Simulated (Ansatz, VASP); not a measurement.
## Two plane-wave programs on LaTe4

File INCAR:

```
SYSTEM = LaTe4
ALGO = Normal ; EDIFF = 1E-6
EDIFFG = -0.01 ; ENCUT = 600
GGA = PE ; IBRION = 2
ISIF = 3 ; ISMEAR = 0
LASPH = .TRUE. ; LCHARG = .FALSE.
LREAL = .FALSE. ; LWAVE = .FALSE.
NELM = 80 ; NSW = 100
PREC = Accurate ; SIGMA = 0.1
```

File KPOINTS:

```
k-points
0
G
  6 6 6
  0 0 0
```

POSCAR

```
LaTe4
1.0
    4.1333471120      2.3863890677      4.3376015728
   -4.1333471120      2.3863890677      4.3376015728
    0.0000000000     -4.7727781355      4.3376015728
La Te
1 4
Direct
    0.0737217293      0.0737217293      0.0737217293
    0.0421412919      0.5926054228      0.0421412919
    0.0421412919      0.0421412919      0.5926054228
    0.5926054228      0.0421412919      0.0421412919
    0.3200370840      0.3200370840      0.3200370840
```

Input for Ansatz:

```yaml
crystal:
  lattice:
    - [4.133347112, 2.3863890677, 4.3376015728]
    - [-4.133347112, 2.3863890677, 4.3376015728]
    - [0.0, -4.7727781355, 4.3376015728]
  atoms:
    - { symbol: La, position: [0.0737217293, 0.0737217293, 0.0737217293] }
    - { symbol: Te, position: [0.0421412919, 0.5926054228, 0.0421412919] }
    - { symbol: Te, position: [0.0421412919, 0.0421412919, 0.5926054228] }
    - { symbol: Te, position: [0.5926054228, 0.0421412919, 0.0421412919] }
    - { symbol: Te, position: [0.320037084, 0.320037084, 0.320037084] }
basis:
  ecutwfc: 420
kpoints:
  mp_grid: { grid: [6, 6, 6] }
hamiltonian:
  xc: pbe
scf:
  occupations: { method: gaussian, width: 0.1 }
output:
  forces: true
  stress: true
  eigenvalues: true
  write_density: true
  write_potential: true
  elf: true
  volumetric_format: npy
relax:
  adjacent_minimum: "off"
  f_tol: 0.01
  max_steps: 80
  cell: { stress_tol: 0.05 }
```

Alike in both runs: task relaxation of cell and atoms; functional PBE; k mesh 6 × 6 × 6; occupations gaussian, width 0.1 eV; no spin polarisation.

```csv
,VASP,Ansatz
version,VASP 6.6.1,Ansatz 0.2.0
potentials or method,"VASP PAW PBE potentials, release 64 (La, Te), cutoff 600 eV","scalar-relativistic, plane waves, PAW"
valence electrons in the cell,35,75
```

Ansatz gave:

| Quantity | Value |
| --- | --- |
| gap on the k mesh at the Fermi level, each at its own relaxed structure (eV) | none |
| relaxed volume (Å³/atom) | 51.28 |
| relaxed cell length with the largest relative difference (Å) | 6.449 |

Problem. What did VASP give for the same quantities?

Solution. gap on the k mesh at the Fermi level, each at its own relaxed structure (eV): none; relaxed volume (Å³/atom): 51.15; relaxed cell length with the largest relative difference (Å): 6.445.

A gap of «none» marks a metal or a gap that the smearing closes. VASP's potentials hold 35 valence electrons a cell and Ansatz's 75, so a difference there can come from the potentials and not from the codes. Ansatz's warnings: xc potential rough in thin density.

Neither program's run includes spin-orbit coupling.
